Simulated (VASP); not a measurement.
Al2B3As5: single point with PBE

The system is Al2B3As5.

```xyz
10
Lattice="-1.8314 1.8314 12.9501 1.8314 -1.8314 12.9501 1.8314 1.8314 -12.9501" Properties=species:S:1:pos:R:3 pbc="T T T"
Al    0.0000    0.0000   20.7202
Al    0.0000    0.0000    5.1800
B     0.0000    0.0000   10.3601
B     0.0000    0.0000    0.0000
B     0.0000    0.0000   15.5401
As    1.8314    0.0000    9.0651
As    0.0000    1.8314   11.6551
As    0.0000    1.8314    1.2950
As    1.8314    0.0000    3.8850
As    0.0000    1.8314    6.4751
```

```json
{"Program": "VASP 6.6.1", "Task": "single point", "Functional": "PBE", "Potentials or basis": "VASP PAW PBE potentials, release 64 (Al, B, As)", "Cutoff": "520 eV", "k mesh": "6 × 6 × 6", "Occupations": "gaussian, width 0.1 eV", "Spin": "no spin polarisation"}
```

The pressure is 5.1 GPa and the largest force is 4.131 eV/Å. The band gap on the k mesh is 0.92 eV.

Forces on the atoms (eV/Å):
```
Al   0.000  0.000  0.246
Al   0.000  0.000 -0.246
B    0.000  0.000  0.258
B    0.000  0.000  0.000
B    0.000  0.000 -0.258
As   0.000  0.000  4.131
As   0.000  0.000  0.056
As   0.000  0.000 -0.056
As   0.000  0.000 -4.131
As   0.000  0.000  0.000
```

Stress tensor (GPa, compression positive):
```
5.43 0.00 0.00
0.00 5.43 0.00
0.00 0.00 4.40
```

Levels at points of the mesh, in eV from the valence-band top:
```tsv
k point	band 17	band 18	band 19	band 20	band 21	band 22	band 23	band 24
(0.00, 0.00, 0.00)	-1.54	-0.20	0.00	0.00	0.92	1.50	1.80	2.04
(0.50, 0.00, 0.00)	-1.44	-1.41	-1.41	-1.20	1.72	2.39	2.45	3.38
(0.50, 0.50, 0.00)	-3.53	-3.49	-3.17	-3.16	1.00	1.55	1.68	2.33
(0.50, 0.50, 0.50)	-0.92	-0.92	-0.34	-0.34	1.11	1.50	1.58	1.79
```

Wall time 48 min on 1 thread of Intel Xeon 8259CL (shared host), peak memory 1.6 GiB.

Caveat: the cell stands under pressure; forces of over 1 eV/Å act on the atoms, so gaps and moduli don't describe the material at rest. A k mesh can miss the band edges.
